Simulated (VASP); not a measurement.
# TiB2: single point with PBE

TiB2:

```xyz
3
Lattice="3.1156 0.0000 0.0000 -1.5578 2.6982 0.0000 0.0000 0.0000 3.3582" Properties=species:S:1:pos:R:3 pbc="T T T"
Ti    0.0000    0.0000    0.0000
B     0.0000    1.7988    1.6791
B     1.5578    0.8994    1.6791
```

This cell differs from its parent crystal: volume scaled by 1.10, then relaxed in part.

- Program: VASP 6.6.1
- Task: single point
- Functional: PBE
- Potentials or basis: VASP PAW PBE potentials, release 64 (Ti_sv, B)
- Cutoff: 520 eV
- k mesh: 15 × 15 × 14
- Occupations: gaussian, width 0.1 eV
- Spin: no spin polarisation

| Item | Value |
| --- | --- |
| Pressure | -19.6 GPa |
| Band gap on the k mesh | zero (band 9 reaches 9.38 eV, above the bottom of band 10 at 8.81 eV) |

Levels at points of the mesh, in eV from the Fermi level:
| k point | band 7 | band 8 | band 9 | band 10 | band 11 | band 12 |
| --- | --- | --- | --- | --- | --- | --- |
| (0.00, 0.00, 0.00) | -2.35 | -2.35 | -1.95 | 1.60 | 1.60 | 3.14 |
| (0.00, 0.00, 0.50) | -0.53 | -0.53 | -0.13 | -0.13 | 0.36 | 0.36 |

It took 50 s on 1 thread of AMD EPYC 9R45 96-Core Processor (Zen 5) (shared host), peak memory 0.19 GiB.
